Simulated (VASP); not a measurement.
Set up this calculation in VASP 6.6.1, as the native input.

| Property | Result |
| --- | --- |
| Task | single point |
| Functional | PBE |
| Potentials or basis | VASP PAW PBE potentials, release 64 (Be, Cd, Re) |
| Cutoff | 520 eV |
| k mesh | 6 × 6 × 4 |
| Occupations | gaussian, width 0.1 eV |
| Spin | no spin polarisation |
| Dipole correction | no |
| Further INCAR settings | ALGO = Normal; EDIFF = 1e-06; NBANDS = 30 |

The structure of BeCdRe lies in POSCAR:

```
BeCdRe
1.0
    3.6915248694      0.0000000000      0.0000000000
    0.0000000000      3.6915248694      0.0000000000
    0.0000000000      0.0000000000      6.7586310140
Be Cd Re
2 2 2
Direct
    0.5000000000      0.0000000000      0.2410473857
    0.0000000000      0.5000000000      0.7589526143
    0.5000000000      0.0000000000      0.6312967903
    0.0000000000      0.5000000000      0.3687032097
    0.0000000000      0.0000000000      0.0000000000
    0.5000000000      0.5000000000      0.0000000000
```

One way to write it, as run:

INCAR

```
PREC = Accurate ; ENCUT = 520
EDIFF = 1E-6 ; ISMEAR = 0
SIGMA = 0.1 ; LREAL = False
LASPH = True ; NELM = 80
ALGO = Normal ; ISIF = 2
LWAVE = False ; LCHARG = False
GGA = PE ; NBANDS = 30
```

KPOINTS

```
regular mesh
0
Gamma
  6 6 4
```

Potentials or basis: VASP PAW PBE potentials, release 64 (Be, Cd, Re).

Run with:

```sh
$ cat potpaw_PBE.64/Be/POTCAR potpaw_PBE.64/Cd/POTCAR potpaw_PBE.64/Re/POTCAR > POTCAR
$ mpirun -np 1 vasp_std > vasp.out
```

It gave:

```yaml
Pressure: 0.3 GPa
Largest_force: 0.020 eV/Å
Band_gap_on_the_k_mesh: zero (band 21 reaches 6.06 eV, above the bottom of band 22 at 3.51 eV)
```

Caveat: spin-orbit coupling is left out, which moves the levels of the heavy elements.

Run time: 41 s on 1 thread of Intel(R) Xeon(R) 6975P-C (Granite Rapids), with other jobs on the host, peak memory 0.23 GiB.
